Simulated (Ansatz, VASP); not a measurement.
## MgO in VASP and in Ansatz

```
Mg O
1.0
     0.00000    2.12593    2.12593
     2.12593    0.00000    2.12593
     2.12593    2.12593    0.00000
Mg O
1 1
Direct
  0.00000 0.00000 0.00000
  0.50000 0.50000 0.50000
```

Alike in both runs: task single point; functional PBE; k mesh 8 × 8 × 8; no spin polarisation.

|  | VASP | Ansatz |
| --- | --- | --- |
| version | VASP 6.6.1 | Ansatz 0.2.0 |
| potentials or method | VASP PAW PBE potentials, release 64 (Mg, O), cutoff 600 eV | plane waves, PAW |
| occupations | gaussian, width 0.01 eV | fixed |
| valence electrons in the cell | 8 | 16 |

|  | VASP | Ansatz | Ansatz less VASP |
| --- | --- | --- | --- |
| pressure (GPa) | -0.8 | 0.2 | +1.06 |

VASP's potentials hold 8 valence electrons a cell and Ansatz's 16, so a difference there can come from the potentials and not from the codes.
